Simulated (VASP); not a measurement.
Here is a VASP 6.6.1 calculation.

The input INCAR:

```
PREC = Accurate ; ENCUT = 520
EDIFF = 1E-6 ; ISMEAR = 0
SIGMA = 0.15 ; LREAL = F
LASPH = T ; NELM = 80
ALGO = Fast ; ISIF = 2
LWAVE = F ; LCHARG = F
GGA = RP ; IVDW = 13
NBANDS = 22
```

Contents of KPOINTS:

```
regular mesh
0
Gamma
  22 22 16
```

File POSCAR:

```
Rh
1.0
    0.0000000000     -1.9149654119     -1.9149654119
    0.0000000000      1.9149654119     -1.9149654119
    3.8299308238      0.0000000000      0.0000000000
Rh
2
Direct
    0.5391651983      0.4608348017      0.5000000000
   -0.0391651983      0.0391651983      0.0000000000
```

Potentials or basis: VASP PAW PBE potentials, release 64 (Rh_pv).

The run is started by

```console
$ cat potpaw_PBE.64/Rh_pv/POTCAR > POTCAR
$ mpirun -np 1 vasp_std > vasp.out
```

Problem. What does it give for the largest force?

Solution. 1.916 eV/Å.

Problem. Estimate the band gap on the k mesh.

Solution. Zero (bands 15 and 16 overlap by 2.07 eV).

Stress tensor (GPa, compression positive):
```
 -1.45   0.00   0.00
  0.00  -3.43   0.00
  0.00   0.00 -14.19
```

Caveat: the stress differs along the axes, from -14 to -1 GPa; the dispersion term is far too large for a dense solid, which distorts pressure and volume; the PAW data sets were made with another functional, which shifts forces and pressure a little.
